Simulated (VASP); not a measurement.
# Hf in VASP: settings compared

Aim: see how the results for Hf move with the level of theory and the settings. Levels: HSE06, r2SCAN+D4, LDA. Tasks: single point.

Everything below comes from runs of VASP 6.6.1. Logs are shortened: lines on timing, memory, paths and dates and some standing lists are left out, and cuts for length are marked.

### 1 The cell of the first run

It takes space group Im-3m (No. 229, cubic). The conventional cell has a = 3.681 Å, b = 3.681 Å, c = 3.681 Å, α = 90.00°, β = 90.00°, γ = 90.00°. Within 4.2 Å of Hf (site symmetry m-3m) lie 14 Hf at 3.19 to 3.68 Å.

This isn't the form of Hf at room conditions, which is hcp.

### 2 Single point, HSE06

Contents of POSCAR:

```
Hf
1.0
   -1.8404011445      1.8404011445      1.8404011445
    1.8404011445     -1.8404011445      1.8404011445
    1.8404011445      1.8404011445     -1.8404011445
Hf
1
Direct
    0.0000000000      0.0000000000      0.0000000000
```

Contents of INCAR.step1:

```
PREC = Accurate
ENCUT = 520
EDIFF = 1E-5
ISMEAR = -1
SIGMA = 0.05
LREAL = False
LASPH = True
NELM = 60
ALGO = Normal
ISIF = 2
LWAVE = True
LCHARG = False
NBANDS = 11
GGA = PE
```

Contents of INCAR.step2:

```
PREC = Accurate
ENCUT = 520
EDIFF = 1E-6
ISMEAR = -1
SIGMA = 0.05
LREAL = False
LASPH = True
NELM = 60
ALGO = Normal
ISIF = 2
LWAVE = False
LCHARG = False
GGA = PE
LHFCALC = True
HFSCREEN = 0.2079
PRECFOCK = Normal
NBANDS = 11
ISTART = 1
```

Contents of KPOINTS:

```
regular mesh
0
Gamma
  6 6 6
```

Potentials or basis: VASP PAW PBE potentials, release 64 (Hf_pv).

The run is started by

```console
$ cat potpaw_PBE.64/Hf_pv/POTCAR > POTCAR
$ cp INCAR.step1 INCAR
$ mpirun -np 1 vasp_std > vasp.out
$ cp INCAR.step2 INCAR
$ mpirun -np 1 vasp_std > vasp.out
```

OUTCAR:

```text
PREC = Accurate
   ENCUT = 520
   EDIFF = 1E-6
   ISMEAR = -1
   LREAL = False
   LASPH = True
   NELM = 60
   ISIF = 2
   GGA = PE
   LHFCALC = True
   HFSCREEN = 0.2079
   PRECFOCK = Normal
   ISTART = 1

 ion  position               nearest neighbor table
   1  0.000  0.000  0.000-

  LATTYP: Found a body centered cubic cell.
 ALAT       =     3.6808022890

  Lattice vectors:

 A1 = (  -1.8404011445,   1.8404011445,   1.8404011445)
 A2 = (   1.8404011445,  -1.8404011445,   1.8404011445)
 A3 = (   1.8404011445,   1.8404011445,  -1.8404011445)

Analysis of symmetry for initial positions (statically):
=====================================================================
 Subroutine PRICEL returns:
 Original cell was already a primitive cell.

 Routine SETGRP: Setting up the symmetry group for a
 body centered cubic supercell.

 Subroutine GETGRP returns: Found 48 space group operations
 (whereof 48 operations were pure point group operations)
 out of a pool of 48 trial point group operations.

The static configuration has the point symmetry O_h .

Analysis of symmetry for dynamics (positions and initial velocities):
=====================================================================
 Subroutine PRICEL returns:
 Original cell was already a primitive cell.

 Routine SETGRP: Setting up the symmetry group for a
 body centered cubic supercell.

 Subroutine GETGRP returns: Found 48 space group operations
 (whereof 48 operations were pure point group operations)
 out of a pool of 48 trial point group operations.

The dynamic configuration has the point symmetry O_h .

 Subroutine INISYM returns: Found 48 space group operations
 (whereof 48 operations are pure point group operations),
 and found     1 'primitive' translations

----------------------------------------------------------------------------------------

                                     Primitive cell

  volume of cell :      24.9343

  direct lattice vectors                    reciprocal lattice vectors
    -1.840401144  1.840401144  1.840401144     0.000000000  0.271679901  0.271679901
     1.840401144 -1.840401144  1.840401144     0.271679901  0.000000000  0.271679901
     1.840401144  1.840401144 -1.840401144     0.271679901  0.271679901  0.000000000

  length of vectors
     3.187668289  3.187668289  3.187668289     0.384213400  0.384213400  0.384213400

  position of ions in fractional coordinates (direct lattice)
     0.000000000  0.000000000  0.000000000

  ion indices of the primitive-cell ions
   primitive index   ion index
                 1           1

----------------------------------------------------------------------------------------

 KPOINTS: regular mesh

Automatic generation of k-mesh.
 Grid dimensions read from file:
 generate k-points for:    6    6    6

 Generating k-lattice:

  Cartesian coordinates                     Fractional coordinates (reciprocal lattice)
     0.000000000  0.045279983  0.045279983     0.166666667  0.000000000  0.000000000
     0.045279983  0.000000000  0.045279983     0.000000000  0.166666667  0.000000000
     0.045279983  0.045279983  0.000000000     0.000000000  0.000000000  0.166666667

  Length of vectors
     0.064035567  0.064035567  0.064035567

  Shift w.r.t. Gamma in fractional coordinates (k-lattice)
     0.000000000  0.000000000  0.000000000

 Subroutine IBZKPT returns following result:
 ===========================================

 Found     16 irreducible k-points:

 Following reciprocal coordinates:
            Coordinates               Weight
  0.000000  0.000000  0.000000      1.000000
  0.166667  0.000000  0.000000     12.000000
  0.333333  0.000000  0.000000     12.000000
  0.500000  0.000000  0.000000      6.000000
  0.166667  0.166667  0.000000     24.000000
  0.333333  0.166667  0.000000     48.000000
[... 8 lines left out ...]
  0.500000  0.500000  0.333333     12.000000
  0.500000  0.500000  0.500000      1.000000
   k-points           NKPTS =     16   k-points in BZ     NKDIM =    216   number of bands    NBANDS=     11
   number of dos      NEDOS =    301   number of ions     NIONS =      1
   total plane-waves  NPLWV =  13824
   dimension x,y,z NGX =    24 NGY =   24 NGZ =   24
   dimension x,y,z NGXF=    48 NGYF=   48 NGZF=   48
   ions per type =               1
   NGX,Y,Z   is equivalent  to a cutoff of  12.52, 12.52, 12.52 a.u.
   NGXF,Y,Z  is equivalent  to a cutoff of  25.03, 25.03, 25.03 a.u.
 SYSTEM =  unknown system
   PREC   = accura    normal or accurate (medium, high low for compatibility)
   ISTART =      1    job   : 0-new  1-cont  2-samecut
   ICHARG =      0    charge: 1-file 2-atom 10-const
   ISPIN  =      1    spin polarized calculation?
   LNONCOLLINEAR =      F non collinear calculations
   LSORBIT =      F    spin-orbit coupling
   LASPH  =      T    aspherical Exc in radial PAW
   ENCUT  =  520.0 eV  38.22 Ry    6.18 a.u.   5.93  5.93  5.93*2*pi/ulx,y,z
   NELM   =     60;   NELMIN=  2; NELMDL=  0     # of ELM steps
   EDIFF  = 0.1E-05   stopping-criterion for ELM
   LREAL  =      F    real-space projection
   EDIFFG = 0.1E-04   stopping-criterion for IOM
   NSW    =      0    number of steps for IOM
   IBRION =     -1    ionic relax: 0-MD 1-quasi-New 2-CG
   NFREE  =      0    steps in history (QN), initial steepest desc. (CG)
   ISIF   =      2    stress and relaxation
   ISYM   =      3    0-nonsym 1-usesym 2-fastsym
   POTIM  = 0.5000    time-step for ionic-motion
   TEBEG  =    0.0;   TEEND  =   0.0 temperature during run
   PSTRESS=    0.0 pullay stress
   NELECT =      10.0000    total number of electrons
   NUPDOWN=      -1.0000    fix difference up-down
   EMIN   =  10.00;   EMAX   =-10.00  energy-range for DOS
   EFERMI =   0.00;   METHOD = LEGACY
   ISMEAR =    -1;   SIGMA  =   0.05  broadening in eV -4-tet -1-fermi 0-gaus
   EFERMI_NEDOS =   21; number of points for ismear=-14 and -15
   IALGO  =     38    algorithm
   IMIX   =      1    mixing-type and parameters
     AMIX     =   0.40;   BMIX     =  1.00
     AMIX_MAG =   1.60;   BMIX_MAG =  1.00
  volume/ion in A,a.u.               =      24.93       168.27
  Fermi-wavevector in a.u.,A,eV,Ry     =   1.207283  2.281434 19.830923  1.457532
  Thomas-Fermi vector in A             =   2.342925
   LORBIT       =      0    0 simple, 1 ext, 2 COOP (PROOUT), +10 PAW based schemes
   GGA     = PE    functional components
   LHFCALC =     T    Hartree Fock is set to
   PRECFOCK=normal    Normal, Fast or Accurate (Low or Medium for compatibility)
   ENCUT4O =  -1.0   cutoff for four orbital integrals eV
   NKREDX  =     1    reduce k-point grid by
   NKREDY  =     1    reduce k-point grid by
   NKREDZ  =     1    reduce k-point grid by
   AEXX    =    0.2500 exact exchange contribution
   HFSCREEN=    0.2079 screening length (either q_TF or 0.3 A-1)
   HFSCREENC=   0.2079 screening length for correlation (either q_TF or 0.3 A-1)
   ENCUTFOCK=  -1.0 apply spherical cutoff to Coloumb kernel
   IVDW    =     0    specifies the selected vdW correction
   LEPSILON=     F    determine dielectric tensor
   LRPA    =     F    only Hartree local field effects (RPA)
 non-spin polarized calculation
  energy-cutoff  :      520.00
  volume of cell :       24.93
 maximum number of plane-waves:       685
  NGX = 18; NGY = 18; NGZ = 18

 number of electron       9.9999999 magnetization

 Free energy of the ion-electron system (eV)
  ---------------------------------------------------
  ext. energy  EPLUGINS =         0.00000000
  ---------------------------------------------------
  free energy    TOTEN  =       -10.91346116 eV

  energy without entropy =      -10.89630279  energy(sigma->0) =      -10.90488197

 E-fermi :   3.8201     XC(G=0):  -8.9190

 val. band max:        3.8062802612   @ k =   0.3333   0.1667   0.0000
 cond. band min:       4.0340411521   @ k =   0.3333   0.0000   0.0000
 fundamental gap:      0.2277608909
 Fermi energy:         3.8201185604

 k-point     1 :       0.0000    0.0000    0.0000
  band No.  band energies     occupation
      1     -28.8798      2.00000
      2     -28.8798      2.00000
      3     -28.8798      2.00000
      4      -3.9408      2.00000
      5       5.8128      0.00000
      6       5.8128      0.00000
      7       5.8128      0.00000
      8       8.3604      0.00000
      9       8.3604      0.00000
     10      17.4078      0.00000
     11      17.4078      0.00000

 k-point     2 :       0.1667    0.0000    0.0000
  band No.  band energies     occupation
      1     -29.0457      2.00000
      2     -28.9294      2.00000
      3     -28.8807      2.00000
      4      -2.9658      2.00000
      5       5.1777      0.00000
      6       5.2986      0.00000
      7       6.7089      0.00000
      8       7.7949      0.00000
      9       8.3666      0.00000
     10      17.8439      0.00000
     11      17.8914      0.00000

 k-point     3 :       0.3333    0.0000    0.0000
  band No.  band energies     occupation
      1     -29.3622      2.00000
      2     -29.0268      2.00000
      3     -28.8821      2.00000
      4      -0.7605      2.00000
      5       4.0340      0.02735
      6       4.1187      0.00508
      7       8.1163      0.00000
      8       8.6662      0.00000
      9       9.1435      0.00000
     10      15.6874      0.00000
     11      15.9297      0.00000

 k-point     4 :       0.5000    0.0000    0.0000
  band No.  band energies     occupation
      1     -29.5141      2.00000
      2     -29.0745      2.00000
      3     -28.8826      2.00000
      4       0.2773      2.00000
      5       3.6504      1.93499
      6       4.2135      0.00077
      7       8.1203      0.00000
      8       9.0428      0.00000
      9      11.2861      0.00000
     10      13.4439      0.00000
     11      14.4322      0.00000

 k-point     5 :       0.1667    0.1667    0.0000
  band No.  band energies     occupation
      1     -29.2599      2.00000
      2     -28.9944      2.00000
      3     -28.9163      2.00000
      4      -1.2830      2.00000
      5       4.1248      0.00450
      6       4.4479      0.00001
      7       7.5182      0.00000
      8       8.4990      0.00000
      9       8.8614      0.00000
     10      16.5698      0.00000
     11      17.8440      0.00000
[... 99 lines left out ...]
 k-point    13 :      -0.3333    0.5000    0.1667
  band No.  band energies     occupation
      1     -29.3819      2.00000
      2     -29.2348      2.00000
      3     -29.0344      2.00000
      4       1.7941      2.00000
      5       2.5547      2.00000
      6       4.4100      0.00002
      7       7.4558      0.00000
      8       8.6069      0.00000
      9      11.5362      0.00000
     10      13.2010      0.00000
     11      15.8617      0.00000

 k-point    14 :      -0.3333    0.3333    0.3333
  band No.  band energies     occupation
      1     -29.2959      2.00000
      2     -29.1953      2.00000
      3     -29.1953      2.00000
      4       1.2924      2.00000
      5       2.4392      2.00000
      6       6.7827      0.00000
      7       6.7827      0.00000
      8       8.1979      0.00000
      9       8.9831      0.00000
     10      16.6069      0.00000
     11      16.6069      0.00000

 k-point    15 :       0.5000    0.5000    0.3333
  band No.  band energies     occupation
      1     -29.3590      2.00000
      2     -29.2496      2.00000
      3     -29.2057      2.00000
      4       1.6649      2.00000
      5       1.7614      2.00000
      6       6.8253      0.00000
      7       7.1781      0.00000
      8      10.6891      0.00000
      9      10.7392      0.00000
     10      12.5275      0.00000
     11      14.0298      0.00000

 k-point    16 :       0.5000    0.5000    0.5000
  band No.  band energies     occupation
      1     -29.3055      2.00000
      2     -29.3055      2.00000
      3     -29.3055      2.00000
      4       1.2020      2.00000
      5       1.2020      2.00000
      6      10.5715      0.00000
      7      10.5715      0.00000
      8      10.5715      0.00000
      9      10.7413      0.00000
     10      10.7413      0.00000
     11      10.7413      0.00000

------------------------ aborting loop because EDIFF is reached ----------------------------------------

  FORCE on cell =-STRESS in cart. coord.  units (eV):
  Direction    XX          YY          ZZ          XY          YZ          ZX
  --------------------------------------------------------------------------------------
  -------------------------------------------------------------------------------------
  Total       -1.4401306     -1.4401306     -1.4401306      0.0000000      0.0000000     -0.0000000
  in kB      -92.5369109    -92.5369109    -92.5369109      0.0000000      0.0000000     -0.0000000
  external PRESSURE =     -92.5369109 kB  Pullay stress =       0.0000000 kB

 VOLUME and BASIS-vectors are now :
 -----------------------------------------------------------------------------
  energy-cutoff  :      520.00
  volume of cell :       24.93
      direct lattice vectors                 reciprocal lattice vectors
    -1.840401144  1.840401144  1.840401144     0.000000000  0.271679901  0.271679901
     1.840401144 -1.840401144  1.840401144     0.271679901  0.000000000  0.271679901
     1.840401144  1.840401144 -1.840401144     0.271679901  0.271679901  0.000000000

 POSITION                                       TOTAL-FORCE (eV/Angst)
 -----------------------------------------------------------------------------------
      0.00000      0.00000      0.00000         0.000000      0.000000      0.000000
 -----------------------------------------------------------------------------------
    total drift:                                0.000000      0.000000      0.000000

  FREE ENERGIE OF THE ION-ELECTRON SYSTEM (eV)
  ---------------------------------------------------
  free  energy   TOTEN  =       -10.9134611560 eV

  energy  without entropy=      -10.8963027886  energy(sigma->0) =      -10.90488197
```

Run time: 19 min. Hardware: 1 thread of Intel Xeon 8259CL, shared host; peak memory 0.25 GiB.

What came out:

```yaml
Free_energy: -10.9135 eV
Pressure: -9.3 GPa
Band_gap_on_the_k_mesh: zero (bands 5 and 6 overlap by 2.84 eV)
```

Caveat: the k points lie up to 0.40 Å⁻¹ apart, too coarse for converged energies and pressures of a metal; the PAW data sets were made with another functional, which shifts forces and pressure a little; spin-orbit coupling is left out, which moves the levels of the heavy elements.

[end of part 1 of 2]
